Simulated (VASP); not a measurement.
# AlGa7AsP7 (P1) in VASP: relaxation of volume and atoms at fixed shape with PBEsol

Aim: the relaxation of volume and atoms at fixed shape of AlGa7AsP7 with PBEsol.

All numbers are computed with VASP 6.6.1; they aren't measurements. Logs are shortened: lines on timing, memory, paths and dates and some standing lists are left out, and cuts for length are marked.

### 1 The cell of the first run

The typed cell holds 64 atoms: a = 10.934 Å, b = 10.934 Å, c = 10.934 Å, α = 90.00°, β = 90.00°, γ = 90.00°.

### 2 Relaxation of volume and atoms at fixed shape, PBEsol

Contents of INCAR:

```
SYSTEM = AlGa7AsP7
PREC     = Accurate       ! precision mode
ENCUT    = 500            ! plane-wave cutoff, eV
EDIFF    = 1E-7           ! SCF threshold, eV
ISMEAR   = -1             ! smearing method
SIGMA    = 0.05           ! smearing width, eV
LREAL    = Auto         
LASPH    = .True.         ! aspherical terms in the spheres
NELM     = 120            ! most SCF steps
ALGO     = Normal         ! electronic algorithm
ISIF     = 8              ! what is computed and relaxed
LWAVE    = .False.        ! write WAVECAR
LCHARG   = .False.        ! write CHGCAR
GGA      = PS             ! functional
IBRION   = 2              ! ionic algorithm
NSW      = 100            ! ionic steps
EDIFFG   = -0.03          ! ionic threshold
ISYM     = -1           
GGA_COMPAT= .False.      
NELMIN   = 4            
KPAR     = 1
```

Contents of KPOINTS:

```
explicit points
1
Reciprocal
  0.25000000   0.25000000   0.25000000 1
```

Contents of POSCAR:

```
AlGa7AsP7
1.0
   10.9335220000      0.0000000000      0.0000000000
    0.0000000000     10.9335220000      0.0000000000
    0.0000000000      0.0000000000     10.9335220000
Ga Al P As
28 4 28 4
Direct
    0.0006770000      0.0005750000      0.0019470000
    0.0005490000      0.9980770000      0.4980470000
    0.9987250000      0.5003100000      0.9995360000
    0.0000260000      0.5022370000      0.4991840000
    0.4997440000      0.9999780000      0.0001940000
    0.5020610000      0.0006950000      0.5002360000
    0.5008270000      0.4975280000      0.5011190000
    0.2468870000      0.2492120000      0.0011300000
    0.2499600000      0.7459470000      0.0042320000
    0.2485570000      0.7529770000      0.4997170000
    0.7490780000      0.2490190000      0.9999040000
    0.7552490000      0.2487200000      0.4959190000
    0.7493030000      0.7488060000      0.0023510000
    0.7503040000      0.7501160000      0.4989330000
    0.2526470000      0.9975240000      0.2532040000
    0.2462040000      0.5011170000      0.2505430000
    0.2501700000      0.5002790000      0.7466690000
    0.7513880000      0.0002970000      0.2514530000
    0.7534660000      0.0018610000      0.7497140000
    0.7492840000      0.4999680000      0.2473000000
    0.7496320000      0.5040690000      0.7508100000
    0.9987300000      0.2498830000      0.2483120000
    0.9984730000      0.7493510000      0.2481550000
    0.9990200000      0.7483320000      0.7481460000
    0.4995600000      0.2509550000      0.2499780000
    0.4954980000      0.2496270000      0.7491290000
    0.4997640000      0.7507160000      0.2501850000
    0.4978130000      0.7509340000      0.7482270000
    0.4988530000      0.5000750000      0.0007800000
    0.2501520000      0.2504280000      0.5010600000
    0.2497870000      0.0008280000      0.7496070000
    0.0008850000      0.2493320000      0.7490120000
    0.1224220000      0.1244780000      0.1238240000
    0.1212750000      0.1255850000      0.6258250000
    0.1225950000      0.6248220000      0.1255990000
    0.1220930000      0.6221760000      0.6266830000
    0.6262630000      0.1224770000      0.6235650000
    0.6269440000      0.6230990000      0.1272260000
    0.6238920000      0.6238580000      0.6250660000
    0.3747130000      0.3738870000      0.1268130000
    0.3716120000      0.3745670000      0.6271460000
    0.3746920000      0.8776790000      0.1277620000
    0.3727750000      0.8734870000      0.6217530000
    0.8751780000      0.3735100000      0.1231730000
    0.8756310000      0.3755600000      0.6250710000
    0.8753470000      0.8760170000      0.1275700000
    0.8744450000      0.8731530000      0.6239990000
    0.3764230000      0.1250960000      0.3734790000
    0.3767420000      0.6249550000      0.3774450000
    0.3770830000      0.6222040000      0.8724030000
    0.8735170000      0.6263150000      0.3746430000
    0.8741570000      0.6281470000      0.8740190000
    0.1234960000      0.3765120000      0.3751390000
    0.1268530000      0.3761770000      0.8767090000
    0.1237600000      0.8775550000      0.3770050000
    0.1266180000      0.8753750000      0.8754080000
    0.6266440000      0.3757040000      0.3772830000
    0.6286880000      0.3724350000      0.8710700000
    0.6253890000      0.8749790000      0.3762760000
    0.6218840000      0.8765400000      0.8731850000
    0.6279920000      0.1240490000      0.1281880000
    0.3741850000      0.1256320000      0.8745180000
    0.8761080000      0.1271550000      0.3739710000
    0.8759850000      0.1242620000      0.8746490000
```

Potentials or basis: VASP PAW PBE potentials, release 64 (Ga_d, Al, P, As).

On the command line:

```sh
$ cat potpaw_PBE.64/Ga_d/POTCAR potpaw_PBE.64/Al/POTCAR potpaw_PBE.64/P/POTCAR potpaw_PBE.64/As/POTCAR > POTCAR
$ mpirun -np 4 vasp_std > vasp.out
```

OUTCAR:

```text
SYSTEM = AlGa7AsP7
   PREC = Accurate
   ENCUT = 500
   EDIFF = 1E-7
   ISMEAR = -1
   LREAL = Auto
   LASPH = .True.
   NELM = 120
   ISIF = 8
   GGA = PS
   IBRION = 2
   NSW = 100
   EDIFFG = -0.03
   ISYM = -1
   NELMIN = 4

 ion  position               nearest neighbor table
   1  0.001  0.001  0.002-  33 2.32  46 2.37  64 2.37  56 2.38
   2  0.001  0.998  0.498-  55 2.30  34 2.37  47 2.38  63 2.38
   3  0.999  0.500  1.000-  44 2.36  35 2.36  54 2.37  52 2.39
   4  0.000  0.502  0.499-  36 2.33  53 2.36  51 2.37  45 2.38
   5  0.500  1.000  0.000-  60 2.35  42 2.37  62 2.38  61 2.40
   6  0.502  0.001  0.500-  37 2.33  59 2.35  48 2.38  43 2.39
[... 56 lines left out ...]
  63  0.876  0.127  0.374-  12 2.30  22 2.34  18 2.36   2 2.38
  64  0.876  0.124  0.875-  19 2.33  32 2.37   1 2.37  11 2.38

IMPORTANT INFORMATION: All symmetrisations will be switched off!
NOSYMM: (Re-)initialisation of all symmetry stuff for point group C_1.

----------------------------------------------------------------------------------------

                                     Primitive cell

  volume of cell :    1307.0140

  direct lattice vectors                    reciprocal lattice vectors
    10.933522000  0.000000000  0.000000000     0.091461836  0.000000000  0.000000000
     0.000000000 10.933522000  0.000000000     0.000000000  0.091461836  0.000000000
     0.000000000  0.000000000 10.933522000     0.000000000  0.000000000  0.091461836

  length of vectors
    10.933522000 10.933522000 10.933522000     0.091461836  0.091461836  0.091461836

  position of ions in fractional coordinates (direct lattice)
     0.000677000  0.000575000  0.001947000
     0.000549000  0.998077000  0.498047000
     0.998725000  0.500310000  0.999536000
     0.000026000  0.502237000  0.499184000
     0.499744000  0.999978000  0.000194000
     0.502061000  0.000695000  0.500236000
[... 56 lines left out ...]
     0.876108000  0.127155000  0.373971000
     0.875985000  0.124262000  0.874649000

  ion indices of the primitive-cell ions
   primitive index   ion index
                 1           1
                 2           2
                 3           3
                 4           4
                 5           5
                 6           6
[... 56 lines left out ...]
                63          63
                64          64

----------------------------------------------------------------------------------------

 KPOINTS: explicit points

Read explicit list of k-points.

 Found      1 k-points:

 Following reciprocal coordinates:
            Coordinates               Weight
  0.250000  0.250000  0.250000      1.000000
   k-points           NKPTS =      1   k-points in BZ     NKDIM =      1   number of bands    NBANDS=    324
   number of dos      NEDOS =    301   number of ions     NIONS =     64
   total plane-waves  NPLWV = 512000
   dimension x,y,z NGX =    80 NGY =   80 NGZ =   80
   dimension x,y,z NGXF=   160 NGYF=  160 NGZF=  160
   ions per type =              28   4  28   4
   NGX,Y,Z   is equivalent  to a cutoff of  12.16, 12.16, 12.16 a.u.
   NGXF,Y,Z  is equivalent  to a cutoff of  24.33, 24.33, 24.33 a.u.
 SYSTEM =  AlGa7AsP7
   PREC   = accura    normal or accurate (medium, high low for compatibility)
   ISTART =      0    job   : 0-new  1-cont  2-samecut
   ICHARG =      2    charge: 1-file 2-atom 10-const
   ISPIN  =      1    spin polarized calculation?
   LNONCOLLINEAR =      F non collinear calculations
   LSORBIT =      F    spin-orbit coupling
   LASPH  =      T    aspherical Exc in radial PAW
   ENCUT  =  500.0 eV  36.75 Ry    6.06 a.u.  19.93 19.93 19.93*2*pi/ulx,y,z
   NELM   =    120;   NELMIN=  4; NELMDL= -5     # of ELM steps
   EDIFF  = 0.1E-06   stopping-criterion for ELM
   LREAL  =      T    real-space projection
   EDIFFG = -.3E-01   stopping-criterion for IOM
   NSW    =    100    number of steps for IOM
   IBRION =      2    ionic relax: 0-MD 1-quasi-New 2-CG
   NFREE  =      1    steps in history (QN), initial steepest desc. (CG)
   ISIF   =      8    stress and relaxation
   ISYM   =     -1    0-nonsym 1-usesym 2-fastsym
   POTIM  = 0.5000    time-step for ionic-motion
   TEBEG  =    0.0;   TEEND  =   0.0 temperature during run
   PSTRESS=    0.0 pullay stress
   NELECT =     536.0000    total number of electrons
   NUPDOWN=      -1.0000    fix difference up-down
   EMIN   =  10.00;   EMAX   =-10.00  energy-range for DOS
   EFERMI =   0.00;   METHOD = LEGACY
   ISMEAR =    -1;   SIGMA  =   0.05  broadening in eV -4-tet -1-fermi 0-gaus
   EFERMI_NEDOS =   21; number of points for ismear=-14 and -15
   IALGO  =     38    algorithm
   IMIX   =      4    mixing-type and parameters
     AMIX     =   0.40;   BMIX     =  1.00
     AMIX_MAG =   1.60;   BMIX_MAG =  1.00
  volume/ion in A,a.u.               =      20.42       137.82
  Fermi-wavevector in a.u.,A,eV,Ry     =   1.216288  2.298451 20.127860  1.479356
  Thomas-Fermi vector in A             =   2.351647
   LORBIT       =      0    0 simple, 1 ext, 2 COOP (PROOUT), +10 PAW based schemes
   GGA     = PS    functional components
   LHFCALC =     F    Hartree Fock is set to
   AEXX    =    0.0000 exact exchange contribution
   IVDW    =     0    specifies the selected vdW correction
   LEPSILON=     F    determine dielectric tensor
   LRPA    =     F    only Hartree local field effects (RPA)
 conjugate gradient relaxation of ions
 non-spin polarized calculation
  energy-cutoff  :      500.00
  volume of cell :     1307.01
 maximum number of plane-waves:     33197
 NGX is ok and might be reduce to    80
   NGX = 39   NGY = 39   NGZ = 39

--------------------------------------- Ionic step        1  -------------------------------------------

 number of electron     536.0000143 magnetization

 Free energy of the ion-electron system (eV)
  ---------------------------------------------------
  ext. energy  EPLUGINS =         0.00000000
  ---------------------------------------------------
  free energy    TOTEN  =      -317.36742720 eV

  energy without entropy =     -317.36742716  energy(sigma->0) =     -317.36742718

------------------------ aborting loop because EDIFF is reached ----------------------------------------

  FORCE on cell =-STRESS in cart. coord.  units (eV):
  Direction    XX          YY          ZZ          XY          YZ          ZX
  --------------------------------------------------------------------------------------
  -------------------------------------------------------------------------------------
  Total        2.0792709      2.1747298      2.3266398     -7.2132007     -6.1277978     -6.0996757
  in kB        2.5488332      2.6658496      2.8520655     -8.8421596     -7.5116398     -7.4771669
  external PRESSURE =       2.6889161 kB  Pullay stress =       0.0000000 kB
[... 275 lines left out ...]
  FREE ENERGIE OF THE ION-ELECTRON SYSTEM (eV)
  ---------------------------------------------------
  free  energy   TOTEN  =      -318.0352656942 eV

  energy  without entropy=     -318.0352656531  energy(sigma->0) =     -318.03526567

[... ionic steps 4 to 9 ...]

--------------------------------------- Ionic step       10  -------------------------------------------

 number of electron     536.0000195 magnetization

------------------------ aborting loop because EDIFF is reached ----------------------------------------

  FORCE on cell =-STRESS in cart. coord.  units (eV):
  Direction    XX          YY          ZZ          XY          YZ          ZX
  --------------------------------------------------------------------------------------
  -------------------------------------------------------------------------------------
  Total       -0.0457430      0.2129117      0.0323703     -5.9330662     -5.9690884     -5.9923507
  in kB       -0.0560186      0.2607394      0.0396419     -7.2658484     -7.3099625     -7.3384504
  external PRESSURE =       0.0814542 kB  Pullay stress =       0.0000000 kB
[... 181 lines left out ...]
  energy  without entropy=     -318.1594320924  energy(sigma->0) =     -318.15943211

--------------------------------------- Ionic step       12  -------------------------------------------

 number of electron     536.0000209 magnetization

 Free energy of the ion-electron system (eV)
  ---------------------------------------------------
  ext. energy  EPLUGINS =         0.00000000
  ---------------------------------------------------
  free energy    TOTEN  =      -318.16058043 eV

  energy without entropy =     -318.16058039  energy(sigma->0) =     -318.16058041

 E-fermi :   5.2564     XC(G=0):  -9.9296

 val. band max:        4.3035984994   @ k =   0.2500   0.2500   0.2500
 cond. band min:       6.2029652569   @ k =   0.2500   0.2500   0.2500
 fundamental gap:      1.8993667575
 Fermi energy:         5.2563939987

 k-point     1 :       0.2500    0.2500    0.2500
  band No.  band energies     occupation
      1     -10.1313      2.00000
      2     -10.1275      2.00000
      3     -10.1242      2.00000
      4     -10.1208      2.00000
      5     -10.1184      2.00000
      6     -10.1176      2.00000
[... 272 lines left out ...]
    279       7.0400      0.00000
    280       7.1029      0.00000
 [bands above 280 left out]

------------------------ aborting loop because EDIFF is reached ----------------------------------------

  FORCE on cell =-STRESS in cart. coord.  units (eV):
  Direction    XX          YY          ZZ          XY          YZ          ZX
  --------------------------------------------------------------------------------------
  -------------------------------------------------------------------------------------
  Total       -0.1009054      0.1500924     -0.0363549     -5.9419006     -5.9612670     -6.0067607
  in kB       -0.1235637      0.1837956     -0.0445184     -7.2761537     -7.2998688     -7.3555781
  external PRESSURE =       0.0052378 kB  Pullay stress =       0.0000000 kB
[... 79 lines left out ...]
  FREE ENERGIE OF THE ION-ELECTRON SYSTEM (eV)
  ---------------------------------------------------
  free  energy   TOTEN  =      -318.1605804296 eV

  energy  without entropy=     -318.1605803872  energy(sigma->0) =     -318.16058041

 reached required accuracy - stopping structural energy minimisation
```

Wall time 51 min (4 MPI ranks of Intel Xeon Platinum 8488C (Sapphire Rapids), shared host); peak memory 0.46 GiB.

What came out:

```yaml
Free_energy: -318.1606 eV
Relaxed_volume: 20.44 Å³/atom
Relaxed_cell: a = 10.937 Å, b = 10.937 Å, c = 10.937 Å, α = 90.00°, β = 90.00°, γ = 90.00°
Space_group_after_relaxing_to_0.1_Å: P1 (No. 1)
Energy_gained_by_relaxing: 12.4 meV/atom
Ionic_steps: 12
Pressure_after_relaxing: 0.0 GPa
Largest_force_after_relaxing: 0.021 eV/Å
Band_gap_on_the_k_mesh: 1.90 eV
```

Forces on the atoms (eV/Å):
```
Ga  -0.008  0.011  0.008
Ga  -0.004  0.012  0.002
Ga   0.004 -0.017  0.005
Ga  -0.001  0.001  0.006
Ga   0.005  0.009 -0.007
Ga   0.006  0.004 -0.002
Ga  -0.006  0.013 -0.006
Ga   0.000 -0.002 -0.009
Ga  -0.006  0.012 -0.017
Ga   0.009 -0.004  0.001
Ga   0.001  0.006  0.012
Ga  -0.013 -0.001  0.004
Ga   0.019  0.002 -0.003
Ga   0.013  0.008 -0.006
Ga  -0.007  0.005 -0.006
Ga   0.007 -0.004  0.002
Ga  -0.003  0.002  0.000
Ga  -0.001  0.001 -0.009
Ga  -0.010  0.005 -0.002
Ga   0.010  0.001  0.009
Ga   0.004 -0.014 -0.003
Ga  -0.010 -0.010  0.008
Ga  -0.009  0.001  0.009
Ga  -0.003 -0.007 -0.004
Ga  -0.001 -0.015 -0.005
Ga   0.007  0.004  0.009
Ga  -0.003  0.004  0.003
Ga   0.005 -0.009  0.012
Al  -0.004  0.004 -0.002
Al   0.006 -0.005  0.008
Al  -0.008  0.000 -0.007
Al   0.000 -0.009 -0.008
P   -0.010  0.007 -0.002
P    0.002  0.001 -0.002
P    0.002  0.009  0.000
P    0.003 -0.002  0.000
P   -0.008 -0.004 -0.001
P    0.007  0.001 -0.001
P    0.012 -0.002 -0.001
P    0.008 -0.010 -0.005
P    0.003 -0.002  0.005
P   -0.006  0.006 -0.001
P   -0.001 -0.002  0.002
P    0.006 -0.002  0.016
P    0.003 -0.016 -0.007
P    0.006  0.010  0.006
P   -0.002  0.005  0.004
P   -0.003 -0.006 -0.007
P   -0.002  0.005 -0.008
P   -0.002  0.000  0.003
P    0.005  0.002  0.004
P    0.004 -0.012 -0.002
P    0.002 -0.004  0.004
P   -0.001 -0.012 -0.002
P    0.006  0.008  0.000
P   -0.015  0.015  0.001
P   -0.003 -0.006 -0.004
P    0.000 -0.002  0.009
P    0.001  0.009 -0.002
P    0.006 -0.003  0.002
As  -0.001  0.005 -0.007
As   0.000  0.000 -0.005
As  -0.010 -0.010 -0.003
As  -0.011  0.005  0.004
```

Step by step:
| step | energy change (eV) | largest force (eV/Å) | pressure (GPa) | volume (Å³) |
| --- | --- | --- | --- | --- |
| 1 | 0.0000 | 1.6623 | 0.27 | 1307.01 |
| 2 | -0.6384 | 0.3396 | -0.29 | 1313.51 |
| 3 | -0.6678 | 0.4603 | -0.40 | 1315.28 |
| 4 | -0.7438 | 0.1630 | 0.18 | 1305.74 |
| 5 | -0.7489 | 0.1636 | 0.38 | 1302.46 |
| 6 | -0.7778 | 0.1127 | -0.04 | 1309.02 |
| 7 | -0.7786 | 0.1203 | -0.12 | 1310.23 |
| 8 | -0.7879 | 0.0529 | -0.02 | 1308.64 |
| 9 | -0.7889 | 0.0527 | 0.03 | 1307.87 |
| 10 | -0.7916 | 0.0346 | 0.01 | 1308.29 |
| 11 | -0.7920 | 0.0356 | -0.01 | 1308.51 |
| 12 | -0.7932 | 0.0214 | 0.00 | 1308.38 |

Caveat: the PAW data sets were made with another functional, which shifts forces and pressure a little; a shifted mesh leaves out Γ, where band edges can lie. A k mesh can miss the band edges.
